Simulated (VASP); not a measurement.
Here is a VASP 6.6.1 calculation.

Contents of INCAR:

```
SYSTEM = MgO
ALGO = Normal ; EDIFF = 1E-6
ENCUT = 520 ; GGA = PS
ISIF = 2 ; ISMEAR = 0
LASPH = .True. ; LCHARG = .False.
LREAL = .False. ; LWAVE = .False.
NBANDS = 26 ; NELM = 60
PREC = Accurate ; SIGMA = 0.05
```

File KPOINTS:

```
k-points
0
Gamma
  6 6 6
  0 0 0
```

POSCAR

```
MgO
1.0
    4.2149416169      0.0000000000      0.0000000000
    0.0000000000     -4.2149416169      0.0000000000
    0.0000000000      0.0000000000     -4.2149416169
Mg O
4 4
Direct
   -0.0177827656      0.0177827656      0.0000000000
    0.5000000000      0.5000000000      0.0000000000
    0.5000000000      0.0000000000      0.5000000000
    0.0000000000      0.5000000000      0.5000000000
    0.5000000000      0.0000000000      0.0000000000
    0.0000000000      0.5000000000      0.0000000000
    0.0000000000      0.0000000000      0.5000000000
    0.5000000000      0.5000000000      0.5000000000
```

Potentials or basis: VASP PAW PBE potentials, release 64 (Mg, O).

Launch:

```console
$ cat potpaw_PBE.64/Mg/POTCAR potpaw_PBE.64/O/POTCAR > POTCAR
$ mpirun -np 1 vasp_std > vasp.out
```

(1) What does it give for the band gap on the k mesh?

(2) What does it give for the pressure?

Answers

(1) 4.61 eV.

(2) -0.3 GPa.

Caveat: the cell differs from its parent crystal (atom 1 (Mg) moved by -0.106 Å along [1 1 0] and +0.000 Å along [0 0 1]); the PAW data sets were made with another functional, which shifts forces and pressure a little.
